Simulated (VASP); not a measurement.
Input of a VASP 6.6.1 run:

File INCAR:

```
SYSTEM = Rb2PdO2
  ALGO = Normal
  EDIFF = 1E-7
  ENCUT = 520
  GGA = PE
  ISIF = 2
  ISMEAR = -1
  LASPH = .True.
  LCHARG = .False.
  LDAU = .True.
  LDAUJ = 0 0 0
  LDAUL = -1 -1 2
  LDAUPRINT = 1
  LDAUTYPE = 2
  LDAUU = 0 0 1
  LMAXMIX = 4
  LREAL = .False.
  LWAVE = .False.
  NBANDS = 28
  NELM = 150
  PREC = Accurate
  SIGMA = 0.1
```

The input KPOINTS:

```
k-points
0
Gamma
  5 5 5
  0 0 0
```

The input POSCAR:

```
Rb2PdO2
1.0
    0.0000000000      4.2458073198      0.0000001573
    4.2458073198      0.0000000000      0.0000001573
    2.1229039145      2.1229039145     -6.8707429075
Rb O Pd
2 2 1
Direct
    0.3494773297      0.3494773297      0.3010453407
    0.6505226703      0.6505226703      0.6989546593
    0.1364623446      0.1364623446      0.7270753107
    0.8635376554      0.8635376554      0.2729246893
    0.0000000000      0.0000000000      0.0000000000
```

Potentials or basis: VASP PAW PBE potentials, release 64 (Rb_sv, O, Pd).

Run with:

```sh
$ cat potpaw_PBE.64/Rb_sv/POTCAR potpaw_PBE.64/O/POTCAR potpaw_PBE.64/Pd/POTCAR > POTCAR
$ mpirun -np 1 vasp_std > vasp.out
```

Task: Predict the largest force.

Result: 0.198 eV/Å.

Task: What does it give for the band gap on the k mesh?

Result: Zero (band 20 reaches 1.03 eV, above the bottom of band 21 at 0.90 eV).

Task: Estimate the pressure.

Result: -0.3 GPa.

Stress tensor (GPa, compression positive):
```
-0.04  0.00  0.00
 0.00 -0.04  0.00
 0.00  0.00 -0.94
```

Caveat: U without spin polarisation on a metal has little footing.
